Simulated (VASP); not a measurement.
Wanted: the native input for a VASP 6.6.1 run.

```
Task                   : single point
Functional             : PBEsol
Potentials or basis    : VASP PAW PBE potentials, release 64 (Ta_pv, N)
Cutoff                 : 520 eV
k mesh                 : 21 × 21 × 18
Occupations            : gaussian, width 0.15 eV
Spin                   : no spin polarisation
Dipole correction      : no
Further INCAR settings : ALGO = Normal; EDIFF = 1e-06; NBANDS = 15
```

The structure of TaN lies in POSCAR:

```
TaN
1.0
    2.9404645950      0.0000000000      0.0000000000
   -1.4702322975      2.5465170382      0.0000000000
    0.0000000000      0.0000000000      3.0657283867
Ta N
1 1
Direct
    0.3333333333      0.6666666667      0.5000000000
    0.0000000000      0.0000000000      0.0000000000
```

These files were run (other wordings do the same):

INCAR

```
ALGO     = Normal         # electronic algorithm
EDIFF    = 1E-6           # SCF threshold, eV
ENCUT    = 520            # plane-wave cutoff, eV
GGA      = PS             # functional
ISIF     = 2              # what is computed and relaxed
ISMEAR   = 0              # smearing method
LASPH    = T              # aspherical terms in the spheres
LCHARG   = F              # write CHGCAR
LREAL    = F              # projectors in reciprocal space
LWAVE    = F              # write WAVECAR
NBANDS   = 15             # bands
NELM     = 100            # most SCF steps
PREC     = Accurate       # precision mode
SIGMA    = 0.15           # smearing width, eV
```

KPOINTS

```
k-points
0
Gamma
  21 21 18
```

Potentials or basis: VASP PAW PBE potentials, release 64 (Ta_pv, N).

Launch:

```bash
$ cat potpaw_PBE.64/Ta_pv/POTCAR potpaw_PBE.64/N/POTCAR > POTCAR
$ mpirun -np 1 vasp_std > vasp.out
```

Results of the run:

```
Pressure               : -23.7 GPa
Band gap on the k mesh : zero (bands 8 and 9 overlap by 0.40 eV)
```

Caveat: the cell stands under tension; the PAW data sets were made with another functional, which shifts forces and pressure a little; spin-orbit coupling is left out, which moves the levels of the heavy elements.

Run time: 2.6 min on 1 thread of Intel Xeon 8259CL (shared host), peak memory 0.28 GiB.
